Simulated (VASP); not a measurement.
Set up this calculation in VASP 6.6.1, as the native input.

| Property | Result |
| --- | --- |
| Task | single point |
| Functional | PBE |
| Potentials or basis | VASP PAW PBE potentials, release 64 (Na_pv, I) |
| Cutoff | 520 eV |
| k mesh | 6 × 6 × 6 |
| Occupations | gaussian, width 0.02 eV |
| Spin | no spin polarisation |
| Dipole correction | no |
| Further INCAR settings | ALGO = Normal; EDIFF = 1e-06; NBANDS = 14 |

The structure of NaI lies in POSCAR:

```
NaI
1.0
    0.0000000000      3.1279317052      3.1279317052
    3.1279317052      0.0000000000      3.1279317052
    3.1279317052      3.1279317052      0.0000000000
Na I
1 1
Direct
    0.0000000000      0.0000000000      0.0000000000
    0.5000000000      0.5000000000      0.5000000000
```

This cell differs from its parent crystal: volume scaled by 0.88.

One way to write it, as run:

INCAR

```
PREC = Accurate
ENCUT = 520
EDIFF = 1E-6
ISMEAR = 0
SIGMA = 0.02
LREAL = F
LASPH = T
NELM = 80
ALGO = Normal
ISIF = 2
LWAVE = F
LCHARG = F
GGA = PE
NBANDS = 14
```

KPOINTS

```
Automatic mesh
0
Gamma
  6 6 6
```

Potentials or basis: VASP PAW PBE potentials, release 64 (Na_pv, I).

Command:

```sh
$ cat potpaw_PBE.64/Na_pv/POTCAR potpaw_PBE.64/I/POTCAR > POTCAR
$ mpirun -np 1 vasp_std > vasp.out
```

It gave:

```json
{"Pressure": "2.7 GPa", "Band gap on the k mesh": "3.94 eV, direct"}
```

Caveat: spin-orbit coupling is left out, which moves the levels of the heavy elements.

Wall time 9.1 s on 1 thread of Intel(R) Xeon(R) Platinum 8488C (Sapphire Rapids) (shared host), peak memory 0.2 GiB.
